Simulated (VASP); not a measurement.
Runs of VASP 6.6.1 on Si. The structure is that of space group P6/mmm (No. 191), or close to it. The cells are those of the table. This isn't the form of Si at room conditions, which is diamond.

```tsv
cell	gap on the mesh (eV)	pressure (GPa)
a = 2.752, b = 2.752, c = 2.343 Å, angles 90.0, 90.0, 120.0°, 1 atom	none	0.9
a = 2.686, b = 2.686, c = 2.343 Å, angles 90.0, 90.0, 120.0°, 1 atom	none	5.5
a = 2.686, b = 2.686, c = 2.528 Å, angles 90.0, 90.0, 120.0°, 1 atom	none	-4.4
a = 2.752, b = 2.752, c = 2.466 Å, angles 90.0, 90.0, 120.0°, 1 atom	none	-5.7
a = 2.752, b = 2.752, c = 2.405 Å, angles 90.0, 90.0, 120.0°, 1 atom	none	(a)
a = 2.621, b = 2.621, c = 2.528 Å, angles 90.0, 90.0, 120.0°, 1 atom	none	0.2
a = 2.686, b = 2.686, c = 2.405 Å, angles 90.0, 90.0, 120.0°, 1 atom	none	1.4
a = 2.752, b = 2.752, c = 2.528 Å, angles 90.0, 90.0, 120.0°, 1 atom	none	-7.8
a = 2.686, b = 2.686, c = 2.590 Å, angles 90.0, 90.0, 120.0°, 1 atom	none	-6.4
a = 2.752, b = 2.752, c = 2.590 Å, angles 90.0, 90.0, 120.0°, 1 atom	none	-9.4
a = 2.686, b = 2.686, c = 2.466 Å, angles 90.0, 90.0, 120.0°, 1 atom	none	(b)
a = 2.621, b = 2.621, c = 2.590 Å, angles 90.0, 90.0, 120.0°, 1 atom	none	-2.1
```

Alike in all rows: task single point; level PBE; potentials or basis VASP PAW PBE potentials, release 64 (Si); no spin polarisation; k mesh 24 × 24 × 20; cutoff (eV) 520; smearing gaussian 0.15 eV.

Task: Fill in the values left out.

Result: (a) -2.8; (b) -1.9.

Caveats: the cell stands under tension (at least some runs); the cell stands under pressure (at least some runs).

A gap of «none» marks levels without a gap at the run's occupations.
